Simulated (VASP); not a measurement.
**Mg2Zn3S5: single point with PBE**

Crystal: Mg2Zn3S5.

```
Mg Zn S
1.0
     0.00000   -3.91619    0.00000
     3.91619    0.00000    0.00000
    -1.95809    1.95809   13.89960
Mg Zn S
2 3 5
Direct
  0.60103 0.60103 0.20206
  0.39897 0.39897 0.79794
  0.20203 0.20203 0.40405
  0.79797 0.79797 0.59595
  0.00000 0.00000 0.00000
  0.25000 0.75000 0.50000
  0.84605 0.34605 0.69210
  0.45187 0.95187 0.90375
  0.04813 0.54813 0.09625
  0.65395 0.15395 0.30790
```

```yaml
Program: VASP 6.6.1
Task: single point
Functional: PBE
Potentials_or_basis: VASP PAW PBE potentials, release 64 (Mg, Zn, S)
Cutoff: 520 eV
k_mesh: 4 × 4 × 4
Occupations: gaussian, width 0.1 eV
Spin: no spin polarisation
Dipole_correction: no
Further_INCAR_settings: ALGO = Normal; EDIFF = 1e-06; NBANDS = 46
```

```json
{
 "Pressure": "0.1 GPa",
 "Largest force": "0.031 eV/Å",
 "Band gap on the k mesh": "2.42 eV"
}
```

Forces on the atoms (eV/Å):
```
Mg   0.000  0.000  0.000
Mg   0.000  0.000  0.000
Zn   0.000  0.000  0.001
Zn   0.000  0.000 -0.001
Zn   0.000  0.000  0.000
S    0.000  0.000  0.000
S    0.000  0.000  0.031
S    0.000  0.000 -0.031
S    0.000  0.000  0.031
S    0.000  0.000 -0.031
```

Stress tensor (GPa, compression positive):
```
 0.18  0.00  0.00
 0.00  0.18  0.00
 0.00  0.00 -0.04
```

Levels at points of the mesh, in eV from the valence-band top:
| k point | band 31 | band 32 | band 33 | band 34 | band 35 | band 36 | band 37 | band 38 | band 39 | band 40 |
| --- | --- | --- | --- | --- | --- | --- | --- | --- | --- | --- |
| (0.00, 0.00, 0.00) | -0.44 | -0.44 | -0.01 | 0.00 | 0.00 | 2.42 | 3.78 | 3.84 | 4.14 | 4.21 |
| (0.50, 0.00, 0.00) | -0.68 | -0.67 | -0.65 | -0.62 | -0.62 | 3.54 | 4.05 | 4.51 | 5.25 | 5.92 |
| (0.50, 0.50, 0.00) | -1.89 | -1.88 | -1.87 | -1.71 | -1.66 | 3.58 | 4.05 | 4.18 | 4.25 | 4.93 |
| (0.00, 0.00, 0.50) | -0.50 | -0.28 | -0.28 | -0.09 | -0.09 | 3.10 | 3.17 | 3.56 | 4.40 | 4.42 |

Wall time 97 s on 1 thread of Intel(R) Xeon(R) Platinum 8559C (Emerald Rapids), on a shared host, peak memory 0.34 GiB.

A k mesh can miss the band edges.
